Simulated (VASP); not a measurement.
Rh: relaxation of cell and atoms with PBEsol

Rh:

```
CELL_PARAMETERS angstrom
0.00000 1.89785 1.89785
1.89785 0.00000 1.89785
1.89785 1.89785 0.00000
ATOMIC_POSITIONS crystal
Rh 0.00000 0.00000 0.00000
```

```yaml
Program: VASP 6.6.1
Task: relaxation of cell and atoms
Functional: PBEsol
Potentials_or_basis: VASP PAW PBE potentials, release 64 (Rh_pv)
Cutoff: 600 eV
k_mesh: 12 × 12 × 12
Occupations: fermi-dirac, width 0.05 eV
Spin: no spin polarisation
Dipole_correction: no
Further_INCAR_settings: ALGO = Normal; EDIFF = 1e-06; IBRION = 2; EDIFFG = -0.005; NSW = 80; ISIF = 3
```

The relaxed volume is 13.49 Å³/atom. The relaxed cell is a = 2.672 Å, b = 2.672 Å, c = 2.672 Å, α = 60.00°, β = 60.00°, γ = 60.00° and the space group after relaxing (to 0.05 Å) is Fm-3m (No. 225). The energy gained by relaxing is 2.3 meV/atom and the ionic steps are 3. The pressure after relaxing is 0.0 GPa.

Step by step:
```
step  energy change (eV)  largest force (eV/Å)  pressure (GPa)  volume (Å³)
   1              0.0000                0.0000           -3.93        13.67
   2              0.0139                0.0000           11.56        13.02
   3             -0.0023                0.0000           -0.05        13.49
```

Final structure:
```cif
data_structure
_symmetry_space_group_name_H-M 'P 1'
_symmetry_Int_Tables_number 1
_cell_length_a 2.6719
_cell_length_b 2.6719
_cell_length_c 2.6719
_cell_angle_alpha 60.000
_cell_angle_beta 60.000
_cell_angle_gamma 60.000
_cell_volume 13.49
loop_
_atom_site_label
_atom_site_type_symbol
_atom_site_fract_x
_atom_site_fract_y
_atom_site_fract_z
_atom_site_occupancy
Rh1 Rh 0.00000 0.00000 0.00000 1
```

Levels at points of the mesh, in eV from the Fermi level:
| k point | band 5 | band 6 | band 7 | band 8 | band 9 | band 10 |
| --- | --- | --- | --- | --- | --- | --- |
| (0.00, 0.00, 0.00) | -3.21 | -3.21 | -3.21 | -1.04 | -1.04 | 15.91 |
| (0.50, 0.00, 0.00) | -3.29 | -3.29 | 0.57 | 0.57 | 0.62 | 8.77 |
| (0.50, 0.50, 0.00) | -6.17 | 0.55 | 1.00 | 1.00 | 3.19 | 12.45 |

It took 16 s on 1 thread of Intel(R) Xeon(R) 6975P-C (Granite Rapids) (shared host), peak memory 0.15 GiB.

Caveat: the PAW data sets were made with another functional, which shifts forces and pressure a little.
